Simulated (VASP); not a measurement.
# Mg (P2_1/m) in VASP: notebook, part 2 of 3

VASP 6.6.1. Earlier steps stand in the parts before.

## Step 3: Single point, PBEsol (atom 1 (Mg) moved by (-0.225, -0.450) A along x and y)

The input, INCAR:

```
PREC     = Accurate       # precision mode
ENCUT    = 520            # plane-wave cutoff, eV
EDIFF    = 1E-7           # SCF threshold, eV
ISMEAR   = 0              # smearing method
SIGMA    = 0.15           # smearing width, eV
LREAL    = F              # projectors in reciprocal space
LASPH    = T              # aspherical terms in the spheres
NELM     = 100            # most SCF steps
ALGO     = Fast           # electronic algorithm
ISIF     = 2              # what is computed and relaxed
LWAVE    = F              # write WAVECAR
LCHARG   = F              # write CHGCAR
GGA      = PS             # functional
NBANDS   = 9              # bands
```

The input, KPOINTS:

```
Automatic mesh
0
Gamma
  18 18 10
```

The input, POSCAR:

```
Mg
1.0
    3.2092715325      0.0000000000      0.0000000000
   -1.6046357662      2.7793106748      0.0000000000
    0.0000000000      0.0000000000      5.2103300000
Mg
2
Direct
    0.1822686396      0.5047560159      0.2500000000
    0.6666666667      0.3333333333      0.7500000000
```

Potentials or basis: VASP PAW PBE potentials, release 64 (Mg).

The run is started by

```sh
cat potpaw_PBE.64/Mg/POTCAR > POTCAR
mpirun -np 1 vasp_std > vasp.out
```

OUTCAR:

```text
PREC = Accurate
   ENCUT = 520
   EDIFF = 1E-7
   ISMEAR = 0
   LREAL = F
   LASPH = T
   NELM = 100
   ISIF = 2
   GGA = PS

 ion  position               nearest neighbor table
   1  0.182  0.505  0.250-   2 2.99   2 2.99   2 3.22   2 3.22   2 3.48   2 3.48
   2  0.667  0.333  0.750-   1 2.99   1 2.99   1 3.22   1 3.22   1 3.48   1 3.48

  LATTYP: Found a hexagonal cell.
 ALAT       =     3.2092715325
 C/A-ratio  =     1.6235242008

  Lattice vectors:

 A1 = (   3.2092715325,   0.0000000000,   0.0000000000)
 A2 = (  -1.6046357662,   2.7793106748,   0.0000000000)
 A3 = (   0.0000000000,   0.0000000000,   5.2103300000)

Analysis of symmetry for initial positions (statically):
=====================================================================
 Subroutine PRICEL returns:
 Original cell was already a primitive cell.

 Routine SETGRP: Setting up the symmetry group for a
 hexagonal supercell.

 Subroutine GETGRP returns: Found  4 space group operations
 (whereof  1 operations were pure point group operations)
 out of a pool of 24 trial point group operations.

The static configuration has the point symmetry C_1 .
 The point group associated with its full space group is C_2h.

Analysis of symmetry for dynamics (positions and initial velocities):
=====================================================================
 Subroutine PRICEL returns:
 Original cell was already a primitive cell.

 Routine SETGRP: Setting up the symmetry group for a
 hexagonal supercell.

 Subroutine GETGRP returns: Found  4 space group operations
 (whereof  1 operations were pure point group operations)
 out of a pool of 24 trial point group operations.

The dynamic configuration has the point symmetry C_1 .
 The point group associated with its full space group is C_2h.

 Subroutine INISYM returns: Found  4 space group operations
 (whereof  1 operations are pure point group operations),
 and found     1 'primitive' translations

----------------------------------------------------------------------------------------

                                     Primitive cell

  volume of cell :      46.4739

  direct lattice vectors                    reciprocal lattice vectors
     3.209271532  0.000000000  0.000000000     0.311597193  0.179900723  0.000000000
    -1.604635766  2.779310675  0.000000000     0.000000000  0.359801446  0.000000000
     0.000000000  0.000000000  5.210330000     0.000000000  0.000000000  0.191926423

  length of vectors
     3.209271532  3.209271532  5.210330000     0.359801446  0.359801446  0.191926423

  position of ions in fractional coordinates (direct lattice)
     0.182268640  0.504756016  0.250000000
     0.666666667  0.333333333  0.750000000

  ion indices of the primitive-cell ions
   primitive index   ion index
                 1           1
                 2           2

----------------------------------------------------------------------------------------

 KPOINTS: Automatic mesh

Automatic generation of k-mesh.
 Grid dimensions read from file:
 generate k-points for:   18   18   10

 Generating k-lattice:

  Cartesian coordinates                     Fractional coordinates (reciprocal lattice)
     0.017310955  0.009994485  0.000000000     0.055555556  0.000000000  0.000000000
     0.000000000  0.019988969  0.000000000     0.000000000  0.055555556  0.000000000
     0.000000000  0.000000000  0.019192642     0.000000000  0.000000000  0.100000000

  Length of vectors
     0.019988969  0.019988969  0.019192642

  Shift w.r.t. Gamma in fractional coordinates (k-lattice)
     0.000000000  0.000000000  0.000000000

 Subroutine IBZKPT returns following result:
 ===========================================

 Found    984 irreducible k-points:

 Following reciprocal coordinates:
            Coordinates               Weight
  0.000000  0.000000  0.000000      1.000000
  0.055556  0.000000  0.000000      2.000000
  0.000000  0.055556  0.000000      2.000000
 -0.055556  0.055556  0.000000      2.000000
  0.111111  0.000000  0.000000      2.000000
  0.000000  0.111111  0.000000      2.000000
[... 16 lines left out ...]
  0.444444  0.000000  0.000000      2.000000
  0.000000  0.444444  0.000000      2.000000
 [... further k-points ...]
   k-points           NKPTS =    984   k-points in BZ     NKDIM =    984   number of bands    NBANDS=      9
   number of dos      NEDOS =    301   number of ions     NIONS =      2
   total plane-waves  NPLWV =  23040
   dimension x,y,z NGX =    24 NGY =   24 NGZ =   40
   dimension x,y,z NGXF=    48 NGYF=   48 NGZF=   80
   ions per type =               2
   NGX,Y,Z   is equivalent  to a cutoff of  12.43, 12.43, 12.76 a.u.
   NGXF,Y,Z  is equivalent  to a cutoff of  24.86, 24.86, 25.53 a.u.
 SYSTEM =  unknown system
   PREC   = accura    normal or accurate (medium, high low for compatibility)
   ISTART =      0    job   : 0-new  1-cont  2-samecut
   ICHARG =      2    charge: 1-file 2-atom 10-const
   ISPIN  =      1    spin polarized calculation?
   LNONCOLLINEAR =      F non collinear calculations
   LSORBIT =      F    spin-orbit coupling
   LASPH  =      T    aspherical Exc in radial PAW
   ENCUT  =  520.0 eV  38.22 Ry    6.18 a.u.   5.97  5.97  9.69*2*pi/ulx,y,z
   NELM   =    100;   NELMIN=  2; NELMDL= -5     # of ELM steps
   EDIFF  = 0.1E-06   stopping-criterion for ELM
   LREAL  =      F    real-space projection
   EDIFFG = 0.1E-05   stopping-criterion for IOM
   NSW    =      0    number of steps for IOM
   IBRION =     -1    ionic relax: 0-MD 1-quasi-New 2-CG
   NFREE  =      0    steps in history (QN), initial steepest desc. (CG)
   ISIF   =      2    stress and relaxation
   ISYM   =      2    0-nonsym 1-usesym 2-fastsym
   POTIM  = 0.5000    time-step for ionic-motion
   TEBEG  =    0.0;   TEEND  =   0.0 temperature during run
   PSTRESS=    0.0 pullay stress
   NELECT =       4.0000    total number of electrons
   NUPDOWN=      -1.0000    fix difference up-down
   EMIN   =  10.00;   EMAX   =-10.00  energy-range for DOS
   EFERMI =   0.00;   METHOD = LEGACY
   ISMEAR =     0;   SIGMA  =   0.15  broadening in eV -4-tet -1-fermi 0-gaus
   EFERMI_NEDOS =   21; number of points for ismear=-14 and -15
   IALGO  =     68    algorithm
   IMIX   =      4    mixing-type and parameters
     AMIX     =   0.40;   BMIX     =  1.00
     AMIX_MAG =   1.60;   BMIX_MAG =  1.00
  volume/ion in A,a.u.               =      23.24       156.81
  Fermi-wavevector in a.u.,A,eV,Ry     =   0.722812  1.365916  7.108458  0.522457
  Thomas-Fermi vector in A             =   1.812869
   LORBIT       =      0    0 simple, 1 ext, 2 COOP (PROOUT), +10 PAW based schemes
   GGA     = PS    functional components
   LHFCALC =     F    Hartree Fock is set to
   AEXX    =    0.0000 exact exchange contribution
   IVDW    =     0    specifies the selected vdW correction
   LEPSILON=     F    determine dielectric tensor
   LRPA    =     F    only Hartree local field effects (RPA)
 non-spin polarized calculation
 RMM-DIIS sequential band-by-band and
 Gauss-broadening in eV      SIGMA  =   0.15
  energy-cutoff  :      520.00
  volume of cell :       46.47
 maximum number of plane-waves:      1276
   NGX = 11   NGY = 11   NGZ = 19

 number of electron       4.0000000 magnetization

 Free energy of the ion-electron system (eV)
  ---------------------------------------------------
  ext. energy  EPLUGINS =         0.00000000
  ---------------------------------------------------
  free energy    TOTEN  =        -3.37201764 eV

  energy without entropy =       -3.36189529  energy(sigma->0) =       -3.36695647

 E-fermi :   2.5216     XC(G=0):  -8.4940

 val. band max:        2.5102306825   @ k =  -0.1667   0.5000   0.2000
 cond. band min:       2.5277313121   @ k =  -0.2778  -0.4444   0.3000
 fundamental gap:      0.0175006295
 Fermi energy:         2.5215642347

 k-point     1 :       0.0000    0.0000    0.0000
  band No.  band energies     occupation
      1      -4.3485      2.00000
      2       0.8529      2.00000
      3       1.2958      2.00000
      4      13.1696      0.00000
      5      13.3749      0.00000
      6      13.4965      0.00000
      7      13.6176      0.00000
      8      14.5781      0.00000
      9      15.1832      0.00000
[... 265 lines left out ...]
 k-point    24 :       0.0000    0.4444    0.0000
  band No.  band energies     occupation
      1      -0.5629      2.00000
      2       1.5010      2.00000
      3       4.3507      0.00000
      4       4.9226      0.00000
      5       6.4921      0.00000
      6       6.9584      0.00000
      7       9.3886      0.00000
      8      11.0409      0.00000
      9      13.7313      0.00000

 [... further k-points ...]
[... 5 lines left out ...]
  --------------------------------------------------------------------------------------
  -------------------------------------------------------------------------------------
  Total       -0.0434711     -0.6664030      0.1043751      0.1039426      0.0000000      0.0000000
  in kB       -1.4986585    -22.9741105      3.5983114      3.5834013      0.0000000      0.0000000
  external PRESSURE =      -6.9581525 kB  Pullay stress =       0.0000000 kB

 VOLUME and BASIS-vectors are now :
 -----------------------------------------------------------------------------
  energy-cutoff  :      520.00
  volume of cell :       46.47
      direct lattice vectors                 reciprocal lattice vectors
     3.209271532  0.000000000  0.000000000     0.311597193  0.179900723  0.000000000
    -1.604635766  2.779310675  0.000000000     0.000000000  0.359801446  0.000000000
     0.000000000  0.000000000  5.210330000     0.000000000  0.000000000  0.191926423

 POSITION                                       TOTAL-FORCE (eV/Angst)
 -----------------------------------------------------------------------------------
     -0.22500      1.40287      1.30258         0.262903      0.164756      0.000000
      1.60464      0.92644      3.90775        -0.262903     -0.164756      0.000000
 -----------------------------------------------------------------------------------
    total drift:                                0.000001     -0.000000      0.000000

  FREE ENERGIE OF THE ION-ELECTRON SYSTEM (eV)
  ---------------------------------------------------
  free  energy   TOTEN  =        -3.3720176408 eV

  energy  without entropy=       -3.3618952893  energy(sigma->0) =       -3.36695647
```

Wall time 3.5 min (1 thread of Intel Xeon Platinum 8259CL at 2.50GHz (Skylake/Cascade Lake), shared host); peak memory 0.48 GiB.

Results:

| Quantity | Value |
| --- | --- |
| Free energy | -3.3720 eV |
| Pressure | -0.7 GPa |
| Largest force | 0.310 eV/Å |
| Band gap on the k mesh | zero (bands 2 and 3 overlap by 2.24 eV) |

Forces on the atoms (eV/Å):
```
Mg   0.263  0.165  0.000
Mg  -0.263 -0.165  0.000
```

Stress tensor (GPa, compression positive):
```
-0.15  0.36  0.00
 0.36 -2.30  0.00
 0.00  0.00  0.36
```

Caveat: the cell differs from its parent crystal (atom 1 (Mg) moved by (-0.225, -0.450) A along x and y); the PAW data sets were made with another functional, which shifts forces and pressure a little.

## Step 4: Single point, PBEsol (atom 1 (Mg) moved by (-0.225, +0.000) A along x and y)

The input, INCAR:

```
PREC     = Accurate       # precision mode
ENCUT    = 520            # plane-wave cutoff, eV
EDIFF    = 1E-6           # SCF threshold, eV
ISMEAR   = 0              # smearing method
SIGMA    = 0.15           # smearing width, eV
LREAL    = False          # projectors in reciprocal space
LASPH    = True           # aspherical terms in the spheres
NELM     = 60             # most SCF steps
ALGO     = Fast           # electronic algorithm
ISIF     = 2              # what is computed and relaxed
LWAVE    = False          # write WAVECAR
LCHARG   = False          # write CHGCAR
GGA      = PS             # functional
NBANDS   = 9              # bands
```

KPOINTS is that of step 3.

POSCAR, as its differences from that of step 3:

```diff
@@ -8,3 +8,3 @@
 Direct
-    0.1822686396      0.5047560159      0.2500000000
+    0.2632239650      0.6666666667      0.2500000000
     0.6666666667      0.3333333333      0.7500000000
```

Potentials or basis: VASP PAW PBE potentials, release 64 (Mg).

The run is started by

```sh
cat potpaw_PBE.64/Mg/POTCAR > POTCAR
mpirun -np 1 vasp_std > vasp.out
```

OUTCAR:

```text
PREC = Accurate
   ENCUT = 520
   EDIFF = 1E-6
   ISMEAR = 0
   LREAL = False
   LASPH = True
   NELM = 60
   ISIF = 2
   GGA = PS

 ion  position               nearest neighbor table
   1  0.263  0.667  0.250-   2 3.09   2 3.09   2 3.20   2 3.20   2 3.32   2 3.32
   2  0.667  0.333  0.750-   1 3.09   1 3.09   1 3.20   1 3.20   1 3.32   1 3.32

  LATTYP: Found a hexagonal cell.
 ALAT       =     3.2092715325
 C/A-ratio  =     1.6235242008

  Lattice vectors:

 A1 = (   3.2092715325,   0.0000000000,   0.0000000000)
 A2 = (  -1.6046357662,   2.7793106748,   0.0000000000)
 A3 = (   0.0000000000,   0.0000000000,   5.2103300000)

Analysis of symmetry for initial positions (statically):
=====================================================================
 Subroutine PRICEL returns:
 Original cell was already a primitive cell.

 Routine SETGRP: Setting up the symmetry group for a
 hexagonal supercell.

 Subroutine GETGRP returns: Found  4 space group operations
 (whereof  1 operations were pure point group operations)
 out of a pool of 24 trial point group operations.

The static configuration has the point symmetry C_1 .
[... 163 lines left out ...]

 E-fermi :   2.5220     XC(G=0):  -8.4953

 val. band max:        2.5158327963   @ k =  -0.3889   0.3889   0.1000
 cond. band min:       2.5222585057   @ k =  -0.2222   0.5000   0.2000
 fundamental gap:      0.0064257094
 Fermi energy:         2.5219685670

 k-point     1 :       0.0000    0.0000    0.0000
  band No.  band energies     occupation
      1      -4.3476      2.00000
      2       0.8613      2.00000
      3       1.2922      2.00000
      4      13.3802      0.00000
      5      13.3841      0.00000
      6      13.4348      0.00000
      7      13.4860      0.00000
      8      14.3734      0.00000
      9      15.6837      0.00000
[... 265 lines left out ...]
 k-point    24 :       0.0000    0.4444    0.0000
  band No.  band energies     occupation
      1      -0.5664      2.00000
      2       1.4748      2.00000
      3       4.3883      0.00000
      4       5.0764      0.00000
      5       6.4250      0.00000
      6       6.9836      0.00000
      7       9.4124      0.00000
      8      10.7115      0.00000
      9      13.8082      0.00000

 [... further k-points ...]
[... 5 lines left out ...]
  --------------------------------------------------------------------------------------
  -------------------------------------------------------------------------------------
  Total       -0.3396919     -0.3217467     -0.2561945      0.1599985      0.0000000      0.0000000
  in kB      -11.7108099    -11.0921553     -8.8322539      5.5159170      0.0000000      0.0000000
  external PRESSURE =     -10.5450730 kB  Pullay stress =       0.0000000 kB

 VOLUME and BASIS-vectors are now :
 -----------------------------------------------------------------------------
  energy-cutoff  :      520.00
  volume of cell :       46.47
      direct lattice vectors                 reciprocal lattice vectors
     3.209271532  0.000000000  0.000000000     0.311597193  0.179900723  0.000000000
    -1.604635766  2.779310675  0.000000000     0.000000000  0.359801446  0.000000000
     0.000000000  0.000000000  5.210330000     0.000000000  0.000000000  0.191926423

 POSITION                                       TOTAL-FORCE (eV/Angst)
 -----------------------------------------------------------------------------------
     -0.22500      1.85287      1.30258         0.147326      0.034981      0.000000
      1.60464      0.92644      3.90775        -0.147326     -0.034981      0.000000
 -----------------------------------------------------------------------------------
    total drift:                                0.000001      0.000000      0.000000

  FREE ENERGIE OF THE ION-ELECTRON SYSTEM (eV)
  ---------------------------------------------------
  free  energy   TOTEN  =        -3.4297202708 eV

  energy  without entropy=       -3.4195875614  energy(sigma->0) =       -3.42465392
```

Run time: 3.1 min. Hardware: 1 thread of Intel Xeon Platinum 8259CL at 2.50GHz (Skylake/Cascade Lake), shared host; peak memory 0.48 GiB.

Results:

```yaml
Free_energy: -3.4297 eV
Pressure: -1.1 GPa
Largest_force: 0.151 eV/Å
Band_gap_on_the_k_mesh: zero (bands 2 and 3 overlap by 2.22 eV)
```

Forces on the atoms (eV/Å):
```
Mg   0.147  0.035  0.000
Mg  -0.147 -0.035  0.000
```

Stress tensor (GPa, compression positive):
```
-1.17  0.55  0.00
 0.55 -1.11  0.00
 0.00  0.00 -0.88
```

Caveat: the cell differs from its parent crystal (atom 1 (Mg) moved by (-0.225, +0.000) A along x and y); the PAW data sets were made with another functional, which shifts forces and pressure a little.

(Continued in part 3 of 3.)
